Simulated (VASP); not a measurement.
**Mo: single point with PBE**

The system is Mo.

```xyz
1
Lattice="-1.5814 1.5814 1.5814 1.5814 -1.5814 1.5814 1.5814 1.5814 -1.5814" Properties=species:S:1:pos:R:3 pbc="T T T"
Mo    0.0000    0.0000    0.0000
```

- Program: VASP 6.6.1
- Task: single point
- Functional: PBE
- Potentials or basis: VASP PAW PBE potentials, release 64 (Mo_sv)
- Cutoff: 520 eV
- k mesh: 14 × 14 × 14
- Occupations: gaussian, width 0.6 eV
- Spin: no spin polarisation

The pressure is 0.5 GPa. The band gap on the k mesh is zero (band 7 reaches 16.33 eV, above the bottom of band 8 at 11.07 eV).

Levels at points of the mesh, in eV from the Fermi level:
```
           k point  band 4  band 5  band 6  band 7  band 8  band 9  band 10  band 11
(0.00, 0.00, 0.00)  -34.52   -7.16   -1.30   -1.30   -1.30    1.69     1.69    14.85
(0.50, 0.00, 0.00)  -34.53   -5.21   -3.30    1.62    1.71    2.33     4.71    11.51
(0.50, 0.50, 0.50)  -35.45   -5.31   -5.31    3.96    3.96    3.96     9.01     9.01
```

It took 10 s on 1 thread of Intel Xeon 6975P-C, with other jobs on the host, peak memory 0.14 GiB.
